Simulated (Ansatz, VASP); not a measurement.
## Rh: VASP beside Ansatz

Contents of POSCAR:

```
Rh
1.0
    0.0000000000      1.8591074964      1.8591074964
    1.8591074964      0.0000000000      1.8591074964
    1.8591074964      1.8591074964      0.0000000000
Rh
1
Direct
    0.0000000000      0.0000000000      0.0000000000
```

The input INCAR.step1:

```
SYSTEM = Rh
PREC = Accurate
ENCUT = 580
ISMEAR = -1
SIGMA = 0.05
LREAL = .False.
LASPH = .True.
NELM = 120
NBANDS = 14
GGA = PE
ALGO = Normal
EDIFF = 1E-5
LWAVE = .True.
LCHARG = .False.
GGA_COMPAT = .False.
```

File INCAR.step2:

```
SYSTEM = Rh
PREC = Accurate
ENCUT = 580
EDIFF = 1E-6
ISMEAR = -1
SIGMA = 0.05
LREAL = .False.
LASPH = .True.
NELM = 120
ALGO = Normal
ISIF = 2
LWAVE = .False.
LCHARG = .False.
METAGGA = R2SCAN
LMIXTAU = .True.
NBANDS = 14
ISTART = 1
GGA_COMPAT = .False.
```

File KPOINTS:

```
regular mesh
0
Gamma
  12 12 12
  0 0 0
```

Contents of input.yaml:

```yaml
crystal:
  lattice:
    - [0.0, 1.8591074964, 1.8591074964]
    - [1.8591074964, 0.0, 1.8591074964]
    - [1.8591074964, 1.8591074964, 0.0]
  atoms:
    - { symbol: Rh, position: [0.0, 0.0, 0.0] }
hamiltonian:
  xc: r2scan
  pseudopotentials: { kind: paw }
kpoints:
  mp_grid: { grid: [12, 12, 12] }
scf:
  occupations: { method: fermi_dirac, width: 0.05 }
output:
  forces: true
  stress: true
  eigenvalues: true
```

Alike in both runs: task single point; functional r2SCAN; k mesh 12 × 12 × 12; occupations fermi-dirac, width 0.05 eV; no spin polarisation.

|  | VASP | Ansatz |
| --- | --- | --- |
| version | VASP 6.6.1 | Ansatz 0.2.0 |
| potentials or method | VASP PAW PBE potentials, release 64 (Rh_sv_GW) | Ansatz PAW |
| plane-wave cutoff (eV) | 580 | 500 |
| valence electrons in the cell | 17 | 17 |

```tsv
	VASP	Ansatz	Ansatz less VASP
gap on the k mesh at the Fermi level (eV)	none	none	-
pressure (GPa)	19.9	21.6	+1.69
```

VASP's potentials were made for PBE, not for r2SCAN. A gap of «none» marks a metal or a gap that the smearing closes. With one functional, cell and mesh, what is left measures potentials, basis and numerics.
